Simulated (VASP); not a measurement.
A run of VASP 6.6.1 is set up as follows.

File INCAR:

```
SYSTEM = GaP
PREC = Accurate
ENCUT = 520
EDIFF = 1E-6
ISMEAR = 0
SIGMA = 0.01
LREAL = .False.
LASPH = .True.
NELM = 80
ALGO = Normal
ISIF = 2
LWAVE = .False.
LCHARG = .True.
GGA = PE
LELF = .True.
LVHAR = .True.
NBANDS = 16
```

KPOINTS

```
regular mesh
0
Gamma
  6 6 6
  0 0 0
```

File POSCAR:

```
GaP
1.0
    0.0000000000      2.7251941008      2.7251941008
    2.7251941008      0.0000000000      2.7251941008
    2.7251941008      2.7251941008      0.0000000000
Ga P
1 1
Direct
    0.0000000000      0.0000000000      0.0000000000
    0.2500000000      0.2500000000      0.2500000000
```

Potentials or basis: VASP PAW PBE potentials, release 64 (Ga_d, P).

Run with:

```sh
$ cat potpaw_PBE.64/Ga_d/POTCAR potpaw_PBE.64/P/POTCAR > POTCAR
$ mpirun -np 1 vasp_std > vasp.out
```

Problem. Estimate the pressure.

Solution. 2.5 GPa.

Problem. What does it give for the band gap on the k mesh?

Solution. 1.65 eV, indirect (least direct gap 1.83 eV).

 A k mesh can miss the band edges.
